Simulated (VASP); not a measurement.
Input of a VASP 6.6.1 run:

Contents of INCAR:

```
PREC = Accurate
ENCUT = 520
EDIFF = 1E-6
ISMEAR = -1
SIGMA = 0.05
LREAL = False
LASPH = True
NELM = 150
ALGO = Normal
ISIF = 2
LWAVE = False
LCHARG = True
ISPIN = 2
MAGMOM = 1 0
LORBIT = 11
LMAXMIX = 4
GGA = RP
LELF = True
LVHAR = True
NBANDS = 19
```

KPOINTS

```
Automatic mesh
0
Gamma
  11 11 11
```

POSCAR

```
NiO
1.0
    0.0000000000      2.0997159621      2.0997159621
    2.0997159621      0.0000000000      2.0997159621
    2.0997159621      2.0997159621      0.0000000000
Ni O
1 1
Direct
    0.0000000000      0.0000000000      0.0000000000
    0.5000000000      0.5000000000      0.5000000000
```

Potentials or basis: VASP PAW PBE potentials, release 64 (Ni, O).

Run with:

```sh
$ cat potpaw_PBE.64/Ni/POTCAR potpaw_PBE.64/O/POTCAR > POTCAR
$ mpirun -np 1 vasp_std > vasp.out
```

(1) Predict the site moments.

(2) What does it give for the net moment?

(3) Predict the pressure.

Results:

(1) Ni +1.51; O +0.28 μB.

(2) 1.84 μB per cell.

(3) 8.9 GPa.

Caveat: the cell stands under pressure; the PAW data sets were made with another functional, which shifts forces and pressure a little; a cell with one magnetic atom can't hold antiferromagnetic order, which such compounds often take.
